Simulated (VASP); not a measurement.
# NbP (I4_1md) in VASP: a series of runs

NbP is run at these levels: PBE; tasks: single point.

All numbers are computed with VASP 6.6.1; they aren't measurements. Logs are shortened: lines on timing, memory, paths and dates and some standing lists are left out, and cuts for length are marked.

## (1) The cell of the first run

The structure is tetragonal, space group I4_1md (No. 109). Conventional cell: a = 3.345 Å, b = 3.345 Å, c = 11.445 Å, α = 90.00°, β = 90.00°, γ = 90.00°. Nb (site symmetry 2mm) has 6 P at 2.54 to 2.55 Å and 8 Nb at 3.31 to 3.35 Å within 3.4 Å. P (site symmetry 2mm) has 6 Nb at 2.54 to 2.55 Å and 8 P at 3.31 to 3.35 Å within 3.4 Å.

## (2) Single point, PBE

INCAR

```
PREC = Accurate ; ENCUT = 520
EDIFF = 1E-6 ; ISMEAR = -1
SIGMA = 0.02 ; LREAL = False
LASPH = True ; NELM = 60
ALGO = Normal ; ISIF = 2
LWAVE = False ; LCHARG = False
GGA = PE ; NBANDS = 26
```

KPOINTS

```
regular mesh
0
Gamma
  8 8 8
```

POSCAR

```
NbP
1.0
   -1.6725842990      1.6725842990      5.7225278327
    1.6725842990     -1.6725842990      5.7225278327
    1.6725842990      1.6725842990     -5.7225278327
Nb P
2 2
Direct
    0.7499687201      0.7499687201      0.0000000000
    0.4999687201      0.9999687201      0.5000000000
    0.3326598549      0.3326598549      0.0000000000
    0.0826598549      0.5826598549      0.5000000000
```

Potentials or basis: VASP PAW PBE potentials, release 64 (Nb_sv, P).

Launch:

```console
$ cat potpaw_PBE.64/Nb_sv/POTCAR potpaw_PBE.64/P/POTCAR > POTCAR
$ mpirun -np 1 vasp_std > vasp.out
```

OUTCAR:

```text
PREC = Accurate
   ENCUT = 520
   EDIFF = 1E-6
   ISMEAR = -1
   LREAL = False
   LASPH = True
   NELM = 60
   ISIF = 2
   GGA = PE

 ion  position               nearest neighbor table
   1  0.750  0.750  0.000-   4 2.54   4 2.54   3 2.55   3 2.55   3 2.55   3 2.55
   2  0.500  1.000  0.500-   3 2.54   3 2.54   4 2.55   4 2.55   4 2.55   4 2.55
   3  0.333  0.333  0.000-   2 2.54   2 2.54   1 2.55   1 2.55   1 2.55   1 2.55
   4  0.083  0.583  0.500-   1 2.54   1 2.54   2 2.55   2 2.55   2 2.55   2 2.55

  LATTYP: Found a body centered tetragonal cell.
 ALAT       =     3.3451685980
 C/A-ratio  =     3.4213688578

  Lattice vectors:

 A1 = (  -1.6725842990,   1.6725842990,   5.7225278327)
 A2 = (   1.6725842990,  -1.6725842990,   5.7225278327)
 A3 = (   1.6725842990,   1.6725842990,  -5.7225278327)

Analysis of symmetry for initial positions (statically):
=====================================================================
 Subroutine PRICEL returns:
 Original cell was already a primitive cell.

 Routine SETGRP: Setting up the symmetry group for a
 body centered tetragonal supercell.

 Subroutine GETGRP returns: Found  8 space group operations
 (whereof  4 operations were pure point group operations)
 out of a pool of 16 trial point group operations.

The static configuration has the point symmetry C_2v.
 The point group associated with its full space group is C_4v.

Analysis of symmetry for dynamics (positions and initial velocities):
=====================================================================
 Subroutine PRICEL returns:
 Original cell was already a primitive cell.

 Routine SETGRP: Setting up the symmetry group for a
 body centered tetragonal supercell.

 Subroutine GETGRP returns: Found  8 space group operations
 (whereof  4 operations were pure point group operations)
 out of a pool of 16 trial point group operations.

The dynamic configuration has the point symmetry C_2v.
 The point group associated with its full space group is C_4v.

 Subroutine INISYM returns: Found  8 space group operations
 (whereof  4 operations are pure point group operations),
 and found     1 'primitive' translations

----------------------------------------------------------------------------------------

                                     Primitive cell

  volume of cell :      64.0360

  direct lattice vectors                    reciprocal lattice vectors
    -1.672584299  1.672584299  5.722527833     0.000000000  0.298938595  0.087373974
     1.672584299 -1.672584299  5.722527833     0.298938595  0.000000000  0.087373974
     1.672584299  1.672584299 -5.722527833     0.298938595  0.298938595  0.000000000

  length of vectors
     6.192124132  6.192124132  6.192124132     0.311445814  0.311445814  0.422763015

  position of ions in fractional coordinates (direct lattice)
     0.749968720  0.749968720  0.000000000
     0.499968720  0.999968720  0.500000000
     0.332659855  0.332659855  0.000000000
     0.082659855  0.582659855  0.500000000

  ion indices of the primitive-cell ions
   primitive index   ion index
                 1           1
                 2           2
                 3           3
                 4           4

----------------------------------------------------------------------------------------

 KPOINTS: regular mesh

Automatic generation of k-mesh.
 Grid dimensions read from file:
 generate k-points for:    8    8    8

 Generating k-lattice:

  Cartesian coordinates                     Fractional coordinates (reciprocal lattice)
     0.000000000  0.037367324  0.010921747     0.125000000  0.000000000  0.000000000
     0.037367324  0.000000000  0.010921747     0.000000000  0.125000000  0.000000000
     0.037367324  0.037367324  0.000000000     0.000000000  0.000000000  0.125000000

  Length of vectors
     0.038930727  0.038930727  0.052845377

  Shift w.r.t. Gamma in fractional coordinates (k-lattice)
     0.000000000  0.000000000  0.000000000

 Subroutine IBZKPT returns following result:
 ===========================================

 Found     59 irreducible k-points:

 Following reciprocal coordinates:
            Coordinates               Weight
  0.000000  0.000000  0.000000      1.000000
  0.125000 -0.000000  0.000000      8.000000
  0.250000 -0.000000  0.000000      8.000000
  0.375000 -0.000000  0.000000      8.000000
  0.500000 -0.000000  0.000000      4.000000
  0.125000  0.125000  0.000000      8.000000
[... 16 lines left out ...]
  0.250000  0.125000  0.125000     16.000000
  0.375000  0.125000  0.125000      8.000000
 [... further k-points ...]
   k-points           NKPTS =     59   k-points in BZ     NKDIM =     59   number of bands    NBANDS=     26
   number of dos      NEDOS =    301   number of ions     NIONS =      4
   total plane-waves  NPLWV = 110592
   dimension x,y,z NGX =    48 NGY =   48 NGZ =   48
   dimension x,y,z NGXF=    96 NGYF=   96 NGZF=   96
   ions per type =               2   2
   NGX,Y,Z   is equivalent  to a cutoff of  12.89, 12.89, 12.89 a.u.
   NGXF,Y,Z  is equivalent  to a cutoff of  25.77, 25.77, 25.77 a.u.
 SYSTEM =  unknown system
   PREC   = accura    normal or accurate (medium, high low for compatibility)
   ISTART =      0    job   : 0-new  1-cont  2-samecut
   ICHARG =      2    charge: 1-file 2-atom 10-const
   ISPIN  =      1    spin polarized calculation?
   LNONCOLLINEAR =      F non collinear calculations
   LSORBIT =      F    spin-orbit coupling
   LASPH  =      T    aspherical Exc in radial PAW
   ENCUT  =  520.0 eV  38.22 Ry    6.18 a.u.  11.51 11.51 11.51*2*pi/ulx,y,z
   NELM   =     60;   NELMIN=  2; NELMDL= -5     # of ELM steps
   EDIFF  = 0.1E-05   stopping-criterion for ELM
   LREAL  =      F    real-space projection
   EDIFFG = 0.1E-04   stopping-criterion for IOM
   NSW    =      0    number of steps for IOM
   IBRION =     -1    ionic relax: 0-MD 1-quasi-New 2-CG
   NFREE  =      0    steps in history (QN), initial steepest desc. (CG)
   ISIF   =      2    stress and relaxation
   ISYM   =      2    0-nonsym 1-usesym 2-fastsym
   POTIM  = 0.5000    time-step for ionic-motion
   TEBEG  =    0.0;   TEEND  =   0.0 temperature during run
   PSTRESS=    0.0 pullay stress
   NELECT =      36.0000    total number of electrons
   NUPDOWN=      -1.0000    fix difference up-down
   EMIN   =  10.00;   EMAX   =-10.00  energy-range for DOS
   EFERMI =   0.00;   METHOD = LEGACY
   ISMEAR =    -1;   SIGMA  =   0.02  broadening in eV -4-tet -1-fermi 0-gaus
   EFERMI_NEDOS =   21; number of points for ismear=-14 and -15
   IALGO  =     38    algorithm
   IMIX   =      4    mixing-type and parameters
     AMIX     =   0.40;   BMIX     =  1.00
     AMIX_MAG =   1.60;   BMIX_MAG =  1.00
  volume/ion in A,a.u.               =      16.01       108.03
  Fermi-wavevector in a.u.,A,eV,Ry     =   1.351142  2.553288 24.838591  1.825585
  Thomas-Fermi vector in A             =   2.478588
   LORBIT       =      0    0 simple, 1 ext, 2 COOP (PROOUT), +10 PAW based schemes
   GGA     = PE    functional components
   LHFCALC =     F    Hartree Fock is set to
   AEXX    =    0.0000 exact exchange contribution
   IVDW    =     0    specifies the selected vdW correction
   LEPSILON=     F    determine dielectric tensor
   LRPA    =     F    only Hartree local field effects (RPA)
 non-spin polarized calculation
  energy-cutoff  :      520.00
  volume of cell :       64.04
 maximum number of plane-waves:      1752
 NGX is ok and might be reduce to    48
   NGX = 23   NGY = 23   NGZ = 23

 number of electron      36.0000000 magnetization

 Free energy of the ion-electron system (eV)
  ---------------------------------------------------
  ext. energy  EPLUGINS =         0.00000000
  ---------------------------------------------------
  free energy    TOTEN  =       -35.30581201 eV

  energy without entropy =      -35.30451793  energy(sigma->0) =      -35.30516497

 E-fermi :  10.6256     XC(G=0): -12.0171

 val. band max:       10.5908873350   @ k =  -0.2500   0.2500   0.2500
 cond. band min:      10.6295886697   @ k =  -0.2500   0.5000   0.2500
 fundamental gap:      0.0387013347
 Fermi energy:        10.6255979819

 k-point     1 :       0.0000    0.0000    0.0000
  band No.  band energies     occupation
      1     -44.3001      2.00000
      2     -44.2620      2.00000
      3     -20.5655      2.00000
      4     -20.3637      2.00000
      5     -20.3637      2.00000
      6     -20.2202      2.00000
[... 18 lines left out ...]
     25      14.7250      0.00000
     26      14.7250      0.00000

 k-point     2 :       0.1250   -0.0000    0.0000
  band No.  band energies     occupation
      1     -44.2965      2.00000
      2     -44.2605      2.00000
      3     -20.5517      2.00000
      4     -20.4042      2.00000
      5     -20.3605      2.00000
      6     -20.2602      2.00000
[... 18 lines left out ...]
     25      14.8839      0.00000
     26      15.4067      0.00000

 k-point     3 :       0.2500   -0.0000    0.0000
  band No.  band energies     occupation
      1     -44.2873      2.00000
      2     -44.2574      2.00000
      3     -20.5426      2.00000
      4     -20.4754      2.00000
      5     -20.3526      2.00000
      6     -20.3466      2.00000
[... 18 lines left out ...]
     25      15.3923      0.00000
     26      16.5389      0.00000

 k-point     4 :       0.3750   -0.0000    0.0000
  band No.  band energies     occupation
      1     -44.2773      2.00000
      2     -44.2549      2.00000
      3     -20.6199      2.00000
      4     -20.4788      2.00000
      5     -20.4008      2.00000
      6     -20.3445      2.00000
[... 18 lines left out ...]
     25      15.1523      0.00000
     26      16.9794      0.00000
[... 496 lines left out ...]
      1     -44.2760      2.00000
      2     -44.2515      2.00000
      3     -20.5212      2.00000
      4     -20.4998      2.00000
      5     -20.4322      2.00000
      6     -20.3420      2.00000
[... 18 lines left out ...]
     25      15.2741      0.00000
     26      16.3279      0.00000

 k-point    23 :       0.2500    0.1250    0.1250
  band No.  band energies     occupation
      1     -44.2662      2.00000
      2     -44.2490      2.00000
      3     -20.5965      2.00000
      4     -20.4960      2.00000
      5     -20.4371      2.00000
      6     -20.3795      2.00000
[... 18 lines left out ...]
     25      15.5259      0.00000
     26      16.5363      0.00000

 k-point    24 :       0.3750    0.1250    0.1250
  band No.  band energies     occupation
      1     -44.2616      2.00000
      2     -44.2486      2.00000
      3     -20.6342      2.00000
      4     -20.4950      2.00000
      5     -20.4575      2.00000
      6     -20.3679      2.00000
[... 18 lines left out ...]
     25      15.4167      0.00000
     26      16.6319      0.00000

 [... further k-points ...]

------------------------ aborting loop because EDIFF is reached ----------------------------------------

  FORCE on cell =-STRESS in cart. coord.  units (eV):
  Direction    XX          YY          ZZ          XY          YZ          ZX
  --------------------------------------------------------------------------------------
  -------------------------------------------------------------------------------------
  Total       -0.1637880     -0.1637880     -0.0778798      0.0000000      0.0000000      0.0000000
  in kB       -4.0979704     -4.0979704     -1.9485487      0.0000000      0.0000000      0.0000000
  external PRESSURE =      -3.3814965 kB  Pullay stress =       0.0000000 kB

 VOLUME and BASIS-vectors are now :
 -----------------------------------------------------------------------------
  energy-cutoff  :      520.00
  volume of cell :       64.04
      direct lattice vectors                 reciprocal lattice vectors
    -1.672584299  1.672584299  5.722527833     0.000000000  0.298938595  0.087373974
     1.672584299 -1.672584299  5.722527833     0.298938595  0.000000000  0.087373974
     1.672584299  1.672584299 -5.722527833     0.298938595  0.298938595  0.000000000

 POSITION                                       TOTAL-FORCE (eV/Angst)
 -----------------------------------------------------------------------------------
      0.00000      0.00000      8.58343         0.000000      0.000000      0.009399
      1.67258     -0.00000      5.72217         0.000000      0.000000      0.009399
      0.00000      0.00000      3.80731         0.000000     -0.000000     -0.009399
      1.67258      0.00000      0.94605        -0.000000      0.000000     -0.009399
 -----------------------------------------------------------------------------------
    total drift:                                0.000000      0.000000      0.000213

  FREE ENERGIE OF THE ION-ELECTRON SYSTEM (eV)
  ---------------------------------------------------
  free  energy   TOTEN  =       -35.3058120102 eV

  energy  without entropy=      -35.3045179280  energy(sigma->0) =      -35.30516497
```

Wall time 4.9 min (1 thread of Intel Xeon Platinum 8375C at 2.90GHz (Ice Lake), shared host); peak memory 0.36 GiB.

Results:

```
Free energy            : -35.3058 eV
Pressure               : -0.3 GPa
Largest force          : 0.009 eV/Å
Band gap on the k mesh : zero (band 18 reaches 10.63 eV, above the bottom of band 19 at 10.59 eV)
```

Forces in eV/Å, atoms in the order of the input:
```
Nb   0.000  0.000  0.009
Nb   0.000  0.000  0.009
P    0.000  0.000 -0.009
P    0.000  0.000 -0.009
```

## (3) Single point, PBE (volume changed by +3%)

INCAR

```
SYSTEM = NbP
ALGO     = Normal         ! electronic algorithm
EDIFF    = 1E-6           ! SCF threshold, eV
ENCUT    = 520            ! plane-wave cutoff, eV
GGA      = PE             ! functional
ISIF     = 2              ! what is computed and relaxed
ISMEAR   = -1             ! smearing method
LASPH    = .True.         ! aspherical terms in the spheres
LCHARG   = .False.        ! write CHGCAR
LREAL    = .False.        ! projectors in reciprocal space
LWAVE    = .False.        ! write WAVECAR
NBANDS   = 26             ! bands
NELM     = 60             ! most SCF steps
PREC     = Accurate       ! precision mode
SIGMA    = 0.02           ! smearing width, eV
```

KPOINTS

```
k-points
0
Gamma
  8 8 8
  0 0 0
```

POSCAR

```
NbP
1.0
   -1.6891456166      1.6891456166      5.7791902091
    1.6891456166     -1.6891456166      5.7791902091
    1.6891456166      1.6891456166     -5.7791902091
Nb P
2 2
Direct
    0.7499687201      0.7499687201      0.0000000000
    0.4999687201      0.9999687201      0.5000000000
    0.3326598549      0.3326598549      0.0000000000
    0.0826598549      0.5826598549      0.5000000000
```

Potentials or basis: VASP PAW PBE potentials, release 64 (Nb_sv, P).

Launch:

```console
$ cat potpaw_PBE.64/Nb_sv/POTCAR potpaw_PBE.64/P/POTCAR > POTCAR
$ mpirun -np 1 vasp_std > vasp.out
```

Wall time 5.3 min (1 thread of Intel Xeon Platinum 8375C at 2.90GHz (Ice Lake), shared host); peak memory 0.36 GiB.

Results (log left out):

```yaml
Free_energy: -35.2705 eV
Pressure: -5.6 GPa
Band_gap_on_the_k_mesh: zero (band 18 reaches 10.25 eV, above the bottom of band 19 at 10.21 eV)
```

Stress tensor (GPa, compression positive):
```
-5.90  0.00  0.00
 0.00 -5.90  0.00
 0.00  0.00 -4.91
```

Levels at points of the mesh, in eV from the Fermi level:
```
           k point  band 15  band 16  band 17  band 18  band 19  band 20  band 21  band 22
(0.00, 0.00, 0.00)    -2.05    -1.64    -1.34    -1.34     0.80     1.53     2.58     3.03
(0.50, 0.00, 0.00)    -2.27    -1.83    -1.44    -0.12     0.08     1.27     2.37     2.53
(0.50, 0.50, 0.00)    -2.80    -2.80    -0.43    -0.43     2.84     2.84     2.95     2.95
(0.50, 0.50, 0.50)    -2.56    -2.56    -0.56    -0.56     1.14     1.14     2.22     2.22
```

## (4) Single point, PBE (volume changed by +6%)

INCAR

```
SYSTEM = NbP
PREC = Accurate
ENCUT = 520
EDIFF = 1E-6
ISMEAR = -1
SIGMA = 0.02
LREAL = .False.
LASPH = .True.
NELM = 80
ALGO = Normal
ISIF = 2
LWAVE = .False.
LCHARG = .False.
GGA = PE
NBANDS = 26
```

KPOINTS

```
Automatic mesh
0
Gamma
  8 8 8
  0 0 0
```

POSCAR

```
NbP
1.0
   -1.7053883978      1.7053883978      5.8347627548
    1.7053883978     -1.7053883978      5.8347627548
    1.7053883978      1.7053883978     -5.8347627548
Nb P
2 2
Direct
    0.7499687201      0.7499687201      0.0000000000
    0.4999687201      0.9999687201      0.5000000000
    0.3326598549      0.3326598549      0.0000000000
    0.0826598549      0.5826598549      0.5000000000
```

Launch:

```console
$ cat potpaw_PBE.64/Nb_sv/POTCAR potpaw_PBE.64/P/POTCAR > POTCAR
$ mpirun -np 1 vasp_std > vasp.out
```

It took 5.7 min on 1 thread of Intel Xeon Platinum 8375C at 2.90GHz (Ice Lake), shared host; peak memory 0.36 GiB.

Results (log left out):

| Item | Value |
| --- | --- |
| Free energy | -35.1772 eV |
| Pressure | -10.0 GPa |
| Largest force | 0.010 eV/Å |
| Band gap on the k mesh | zero (band 18 reaches 9.89 eV, above the bottom of band 19 at 9.85 eV) |

Forces in eV/Å, atoms in the order of the input:
```
Nb   0.000  0.000 -0.010
Nb   0.000  0.000 -0.010
P    0.000  0.000  0.010
P    0.000  0.000  0.010
```

Stress tensor (GPa, compression positive):
```
-10.57   0.00   0.00
  0.00 -10.57   0.00
  0.00   0.00  -8.96
```

Levels at points of the mesh, in eV from the Fermi level:
```csv
k point,band 16,band 17,band 18,band 19,band 20,band 21
"(0.00, 0.00, 0.00)",-1.58,-1.34,-1.34,0.76,1.46,2.47
"(0.50, 0.00, 0.00)",-1.81,-1.39,-0.14,0.08,1.22,2.27
"(0.50, 0.50, 0.00)",-2.77,-0.43,-0.43,2.70,2.70,2.81
"(0.50, 0.50, 0.50)",-2.46,-0.60,-0.60,1.09,1.09,2.12
```

## (5) Overview

| cell | gap on the mesh (eV) | pressure (GPa) | largest force (eV/Å) |
| --- | --- | --- | --- |
| a = 6.192 Å, angles 148.7, 148.7, 44.9°, 4 atoms | none | -0.3 | 0.01 |
| a = 6.253 Å, angles 148.7, 148.7, 44.9°, 4 atoms | none | -5.6 | - |
| a = 6.314 Å, angles 148.7, 148.7, 44.9°, 4 atoms | none | -10.0 | 0.01 |

Alike in all rows: task single point; level PBE; potentials or basis VASP PAW PBE potentials, release 64 (Nb_sv, P); no spin polarisation; k mesh 8 × 8 × 8; cutoff (eV) 520; smearing fermi-dirac 0.02 eV.

Total energies depend on the potentials used, so only differences within one code and one set of settings carry meaning.
